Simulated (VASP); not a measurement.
# NdZrS2 (P-6m2) in VASP: a series of runs

The runs below take NdZrS2 through single point, with PBE.

Program: VASP 6.6.1. These are calculated values, not measurements. Logs are shortened: lines on timing, memory, paths and dates and some standing lists are left out, and cuts for length are marked.

### Step 1. The cell of the first run

The structure is hexagonal, space group P-6m2 (No. 187). Conventional cell: a = 3.584 Å, b = 3.584 Å, c = 7.258 Å, α = 90.00°, β = 90.00°, γ = 120.00°. Nd (site symmetry -6m2) has 6 S at 2.88 Å and 6 Nd at 3.58 Å and 2 Zr at 3.63 Å within 3.8 Å. Within 3.7 Å of Zr (site symmetry -6m2) lie 6 S at 2.63 Å and 6 Zr at 3.58 Å and 2 Nd at 3.63 Å. Within 3.6 Å of S (site symmetry 3m) lie 3 Zr at 2.63 Å and 3 Nd at 2.88 Å and 7 S at 3.25 to 3.58 Å.

### Step 2. Single point, PBE (20.18 Å³/atom)

Contents of INCAR:

```
SYSTEM = NdZrS2
  ALGO = Normal
  EDIFF = 1E-6
  ENCUT = 500
  GGA = PE
  GGA_COMPAT = .False.
  ISIF = 2
  ISMEAR = 0
  LASPH = .True.
  LCHARG = .False.
  LMAXMIX = 6
  LREAL = .False.
  LWAVE = .False.
  NBANDS = 26
  NELM = 200
  PREC = Accurate
  SIGMA = 0.1
```

Contents of KPOINTS:

```
k-points
0
Gamma
  12 12 6
  0 0 0
```

Contents of POSCAR:

```
NdZrS2
1.0
    3.5838734025      0.0000000000      0.0000000000
   -1.7919367012      3.1037254106      0.0000000000
    0.0000000000      0.0000000000      7.2584499148
Nd Zr S
1 1 2
Direct
    0.6666666667      0.3333333333      0.5000000000
    0.6666666667      0.3333333333      0.0000000000
    0.3333333333      0.6666666667      0.2237334811
    0.3333333333      0.6666666667      0.7762665189
```

Potentials or basis: VASP PAW PBE potentials, release 64 (Nd_3, Zr_sv, S), 4f in core.

Command:

```console
$ cat potpaw_PBE.64/Nd_3/POTCAR potpaw_PBE.64/Zr_sv/POTCAR potpaw_PBE.64/S/POTCAR > POTCAR
$ mpirun -np 1 vasp_std > vasp.out
```

OUTCAR:

```text
SYSTEM = NdZrS2
   EDIFF = 1E-6
   ENCUT = 500
   GGA = PE
   ISIF = 2
   ISMEAR = 0
   LASPH = .True.
   LREAL = .False.
   NELM = 200
   PREC = Accurate

 ion  position               nearest neighbor table
   1  0.667  0.333  0.500-   3 2.88   4 2.88   3 2.88   4 2.88   3 2.88   4 2.88   2 3.63   2 3.63

   2  0.667  0.333  0.000-   3 2.63   4 2.63   3 2.63   4 2.63   3 2.63   4 2.63   1 3.63   1 3.63

   3  0.333  0.667  0.224-   2 2.63   2 2.63   2 2.63   1 2.88   1 2.88   1 2.88
   4  0.333  0.667  0.776-   2 2.63   2 2.63   2 2.63   1 2.88   1 2.88   1 2.88

  LATTYP: Found a hexagonal cell.
 ALAT       =     3.5838734025
 C/A-ratio  =     2.0253086813

  Lattice vectors:

 A1 = (   3.5838734025,   0.0000000000,   0.0000000000)
 A2 = (  -1.7919367012,   3.1037254106,   0.0000000000)
 A3 = (   0.0000000000,   0.0000000000,   7.2584499148)

Analysis of symmetry for initial positions (statically):
=====================================================================
 Subroutine PRICEL returns:
 Original cell was already a primitive cell.

 Routine SETGRP: Setting up the symmetry group for a
 hexagonal supercell.

 Subroutine GETGRP returns: Found 12 space group operations
 (whereof 12 operations were pure point group operations)
 out of a pool of 24 trial point group operations.

The static configuration has the point symmetry D_3h.

Analysis of symmetry for dynamics (positions and initial velocities):
=====================================================================
 Subroutine PRICEL returns:
 Original cell was already a primitive cell.

 Routine SETGRP: Setting up the symmetry group for a
 hexagonal supercell.

 Subroutine GETGRP returns: Found 12 space group operations
 (whereof 12 operations were pure point group operations)
 out of a pool of 24 trial point group operations.

The dynamic configuration has the point symmetry D_3h.

 Subroutine INISYM returns: Found 12 space group operations
 (whereof 12 operations are pure point group operations),
 and found     1 'primitive' translations

----------------------------------------------------------------------------------------

                                     Primitive cell

[... 90 lines left out ...]
   LSORBIT =      F    spin-orbit coupling
   LASPH  =      T    aspherical Exc in radial PAW
   ENCUT  =  500.0 eV  36.75 Ry    6.06 a.u.   6.53  6.53 13.23*2*pi/ulx,y,z
   NELM   =    200;   NELMIN=  2; NELMDL= -5     # of ELM steps
   EDIFF  = 0.1E-05   stopping-criterion for ELM
   LREAL  =      F    real-space projection
   EDIFFG = 0.1E-04   stopping-criterion for IOM
   NSW    =      0    number of steps for IOM
   IBRION =     -1    ionic relax: 0-MD 1-quasi-New 2-CG
   NFREE  =      0    steps in history (QN), initial steepest desc. (CG)
   ISIF   =      2    stress and relaxation
   ISYM   =      2    0-nonsym 1-usesym 2-fastsym
   POTIM  = 0.5000    time-step for ionic-motion
   TEBEG  =    0.0;   TEEND  =   0.0 temperature during run
   PSTRESS=    0.0 pullay stress
   NELECT =      35.0000    total number of electrons
   NUPDOWN=      -1.0000    fix difference up-down
   EMIN   =  10.00;   EMAX   =-10.00  energy-range for DOS
   EFERMI =   0.00;   METHOD = LEGACY
   ISMEAR =     0;   SIGMA  =   0.10  broadening in eV -4-tet -1-fermi 0-gaus
   EFERMI_NEDOS =   21; number of points for ismear=-14 and -15
   IALGO  =     38    algorithm
   IMIX   =      4    mixing-type and parameters
     AMIX     =   0.40;   BMIX     =  1.00
     AMIX_MAG =   1.60;   BMIX_MAG =  1.00
  volume/ion in A,a.u.               =      20.18       136.21
  Fermi-wavevector in a.u.,A,eV,Ry     =   1.238999  2.341368 20.886550  1.535118
  Thomas-Fermi vector in A             =   2.373501
   LORBIT       =      0    0 simple, 1 ext, 2 COOP (PROOUT), +10 PAW based schemes
   GGA     = PE    functional components
   LHFCALC =     F    Hartree Fock is set to
   AEXX    =    0.0000 exact exchange contribution
   IVDW    =     0    specifies the selected vdW correction
   LEPSILON=     F    determine dielectric tensor
   LRPA    =     F    only Hartree local field effects (RPA)
 non-spin polarized calculation
 Gauss-broadening in eV      SIGMA  =   0.10
  energy-cutoff  :      500.00
  volume of cell :       80.74
 maximum number of plane-waves:      2091
 NGX is ok and might be reduce to    28
   NGX = 13   NGY = 13   NGZ = 27

 number of electron      34.9999998 magnetization

 Free energy of the ion-electron system (eV)
  ---------------------------------------------------
  ext. energy  EPLUGINS =         0.00000000
  ---------------------------------------------------
  free energy    TOTEN  =       -28.20251956 eV

  energy without entropy =      -28.18627763  energy(sigma->0) =      -28.19439860

 E-fermi :   7.7214     XC(G=0): -10.9132

 val. band max:        7.7138349580   @ k =   0.0833   0.0000   0.5000
 cond. band min:       7.7217269336   @ k =   0.2500   0.1667   0.1667
 fundamental gap:      0.0078919757
 Fermi energy:         7.7213560705

 k-point     1 :       0.0000    0.0000    0.0000
  band No.  band energies     occupation
      1     -41.5150      2.00000
      2     -30.1575      2.00000
      3     -19.6785      2.00000
      4     -19.4439      2.00000
      5     -19.4439      2.00000
      6     -11.7330      2.00000
[... 685 lines left out ...]
     25      12.1000      0.00000
     26      12.8795      0.00000

 [... further k-points ...]

------------------------ aborting loop because EDIFF is reached ----------------------------------------

  FORCE on cell =-STRESS in cart. coord.  units (eV):
  Direction    XX          YY          ZZ          XY          YZ          ZX
  --------------------------------------------------------------------------------------
  -------------------------------------------------------------------------------------
  Total        1.6494603      1.6494603      1.6856768      0.0000000      0.0000000      0.0000000
  in kB       32.7320054     32.7320054     33.4506891      0.0000000      0.0000000      0.0000000
  external PRESSURE =      32.9715666 kB  Pullay stress =       0.0000000 kB

 VOLUME and BASIS-vectors are now :
 -----------------------------------------------------------------------------
  energy-cutoff  :      500.00
  volume of cell :       80.74
      direct lattice vectors                 reciprocal lattice vectors
     3.583873403  0.000000000  0.000000000     0.279027713  0.161096725  0.000000000
    -1.791936701  3.103725411  0.000000000     0.000000000  0.322193451  0.000000000
     0.000000000  0.000000000  7.258449915     0.000000000  0.000000000  0.137770462

 POSITION                                       TOTAL-FORCE (eV/Angst)
 -----------------------------------------------------------------------------------
      1.79194      1.03458      3.62922        -0.000000      0.000000      0.000000
      1.79194      1.03458      0.00000        -0.000000     -0.000000      0.000000
     -0.00000      2.06915      1.62396         0.000000      0.000000      0.002157
     -0.00000      2.06915      5.63449         0.000000     -0.000000     -0.002157
 -----------------------------------------------------------------------------------
    total drift:                               -0.000000      0.000000      0.000000

  FREE ENERGIE OF THE ION-ELECTRON SYSTEM (eV)
  ---------------------------------------------------
  free  energy   TOTEN  =       -28.2025195616 eV

  energy  without entropy=      -28.1862776307  energy(sigma->0) =      -28.19439860
```

OSZICAR:

```text
N       E                     dE             d eps       ncg     rms          rms(c)
DAV:   1     0.267878177255E+03    0.26788E+03   -0.16712E+04  3952   0.123E+03
DAV:   2    -0.980166099184E+01   -0.27768E+03   -0.26931E+03  4652   0.329E+02
DAV:   3    -0.288106239706E+02   -0.19009E+02   -0.18821E+02  6476   0.733E+01
DAV:   4    -0.299127247830E+02   -0.11021E+01   -0.10992E+01  5624   0.148E+01
DAV:   5    -0.299453447677E+02   -0.32620E-01   -0.32616E-01  5932   0.215E+00    0.160E+01
DAV:   6    -0.287598709947E+02    0.11855E+01   -0.19398E+01  4676   0.128E+01    0.897E+00
DAV:   7    -0.282282018146E+02    0.53167E+00   -0.27431E+00  5366   0.657E+00    0.586E+00
DAV:   8    -0.282177292112E+02    0.10473E-01   -0.29763E-01  5938   0.285E+00    0.951E-01
DAV:   9    -0.282074757629E+02    0.10253E-01   -0.17724E-01  5292   0.143E+00    0.565E-01
DAV:  10    -0.282026725485E+02    0.48032E-02   -0.37725E-02  4880   0.688E-01    0.178E-01
DAV:  11    -0.282026931983E+02   -0.20650E-04   -0.54462E-03  5496   0.288E-01    0.994E-02
DAV:  12    -0.282025149604E+02    0.17824E-03   -0.82447E-04  4998   0.117E-01    0.250E-02
DAV:  13    -0.282025200251E+02   -0.50646E-05   -0.73146E-05  5922   0.380E-02    0.137E-02
DAV:  14    -0.282025215631E+02   -0.15380E-05   -0.23535E-05  4910   0.183E-02    0.849E-03
DAV:  15    -0.282025194716E+02    0.20914E-05   -0.96520E-06  4258   0.100E-02    0.181E-03
DAV:  16    -0.282025195616E+02   -0.89965E-07   -0.20109E-07  2446   0.220E-03
   1 F= -.28202520E+02 E0= -.28194399E+02  d E =-.162419E-01
```

It took 84 s on 1 thread of Intel Xeon Platinum 8559C (Emerald Rapids), shared host; peak memory 0.3 GiB.

What came out:

```yaml
Free_energy: -28.2025 eV
Pressure: 3.3 GPa
Band_gap_on_the_k_mesh: zero (an odd number of electrons rules out a gap without spin polarisation)
```

Forces on the atoms (eV/Å):
```
Nd   0.000  0.000  0.000
Zr   0.000  0.000  0.000
S    0.000  0.000  0.002
S    0.000  0.000 -0.002
```

Caveat: the cell stands under pressure; spin-orbit coupling is left out, which moves the levels of the heavy elements; the 4f electrons are frozen in the core, so they carry no moment and show no levels; the run has no spin polarisation, though such a crystal can be magnetic.

### Step 3. Single point, PBE

This run uses another cell than the first one, of 20.81 Å³/atom.

Contents of INCAR:

```
SYSTEM = NdZrS2
PREC = Accurate
ENCUT = 500
EDIFF = 1E-6
ISMEAR = 0
SIGMA = 0.1
LREAL = .False.
LASPH = .True.
NELM = 200
ALGO = Normal
ISIF = 2
LWAVE = .False.
LCHARG = .False.
GGA = PE
NBANDS = 26
GGA_COMPAT = .False.
LMAXMIX = 6
```

Contents of KPOINTS:

```
Automatic mesh
0
Gamma
  12 12 6
  0 0 0
```

Contents of POSCAR:

```
NdZrS2
1.0
    3.6262103527      0.0000000000      0.0000000000
   -1.8131051763      3.1403902849      0.0000000000
    0.0000000000      0.0000000000      7.3092275676
Nd Zr S
1 1 2
Direct
    0.6666666667      0.3333333333      0.5000000000
    0.6666666667      0.3333333333      0.0000000000
    0.3333333333      0.6666666667      0.2229939308
    0.3333333333      0.6666666667      0.7770060692
```

Potentials or basis: VASP PAW PBE potentials, release 64 (Nd_3, Zr_sv, S), 4f in core.

Command:

```console
$ cat potpaw_PBE.64/Nd_3/POTCAR potpaw_PBE.64/Zr_sv/POTCAR potpaw_PBE.64/S/POTCAR > POTCAR
$ mpirun -np 1 vasp_std > vasp.out
```

Wall time 88 s (1 thread of Intel Xeon Platinum 8559C (Emerald Rapids), shared host); peak memory 0.3 GiB.

The run converged. Its results:

```
Free energy            : -28.2286 eV
Pressure               : 0.0 GPa
Largest force          : 0.003 eV/Å
Band gap on the k mesh : zero (an odd number of electrons rules out a gap without spin polarisation)
```

Forces in eV/Å, atoms in the order of the input:
```
Nd   0.000  0.000  0.000
Zr   0.000  0.000  0.000
S    0.000  0.000  0.003
S    0.000  0.000 -0.003
```

Stress tensor (GPa, compression positive):
```
0.02 0.00 0.00
0.00 0.02 0.00
0.00 0.00 0.11
```

Levels at points of the mesh, in eV from the Fermi level:
```
           k point  band 15  band 16  band 17  band 18  band 19  band 20  band 21  band 22
(0.00, 0.00, 0.00)    -3.00    -2.68    -1.88     0.70     0.70     1.73     2.01     2.01
(0.50, 0.00, 0.00)    -3.95    -3.01    -1.53     0.05     2.19     2.89     2.95     3.04
(0.00, 0.00, 0.50)    -3.01    -3.01     0.10     0.38     0.92     0.92     1.19     1.19
(0.50, 0.00, 0.50)    -3.81    -3.54    -0.61    -0.30     1.91     2.06     2.62     3.38
```

Caveat: spin-orbit coupling is left out, which moves the levels of the heavy elements; the 4f electrons are frozen in the core, so they carry no moment and show no levels; the run has no spin polarisation, though such a crystal can be magnetic. With open d or f shells a metallic result of PBE can be an artefact of self-interaction; +U or a hybrid may open a gap.

(Continued in part 2 of 2.)
